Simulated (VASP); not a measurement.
Wanted: the native input for a VASP 6.6.1 run.

```
Task                   : single point
Functional             : LDA
Potentials or basis    : VASP PAW LDA potentials, release 64 (Mo_sv)
Cutoff                 : 520 eV
k mesh                 : 20 × 20 × 20
Occupations            : gaussian, width 0.15 eV
Spin                   : no spin polarisation
Dipole correction      : no
Further INCAR settings : ALGO = Fast; EDIFF = 1e-07; NBANDS = 13
```

The structure of Mo lies in POSCAR:

```
Mo
1.0
    0.0000000000      1.9545500000      2.0452250000
    1.9545500000      0.0000000000      2.0452250000
    1.9545500000      1.9545500000      0.0000000000
Mo
1
Direct
    0.0000000000      0.0000000000      0.0000000000
```

This cell differs from its parent crystal: strain -0.030 along x and y, +0.015 along z.

One way to write it, as run:

INCAR

```
PREC = Accurate ; ENCUT = 520
EDIFF = 1E-7 ; ISMEAR = 0
SIGMA = 0.15 ; LREAL = F
LASPH = T ; NELM = 80
ALGO = Fast ; ISIF = 2
LWAVE = F ; LCHARG = T
GGA = CA ; LELF = T
LVHAR = T ; NBANDS = 13
```

KPOINTS

```
regular mesh
0
Gamma
  20 20 20
```

Potentials or basis: VASP PAW LDA potentials, release 64 (Mo_sv).

Launch:

```bash
$ cat potpaw_LDA.64/Mo_sv/POTCAR > POTCAR
$ mpirun -np 1 vasp_std > vasp.out
```

It gave:

```yaml
Pressure: -5.2 GPa
Band_gap_on_the_k_mesh: zero (bands 7 and 8 overlap by 4.61 eV)
```

Caveat: the cell differs from its parent crystal (strain -0.030 along x and y, +0.015 along z); the stress differs along the axes, from -7 to -1 GPa.

It took 76 s on 1 thread of Intel(R) Xeon(R) Platinum 8375C CPU @ 2.90GHz (Ice Lake), on a shared host, peak memory 0.23 GiB.
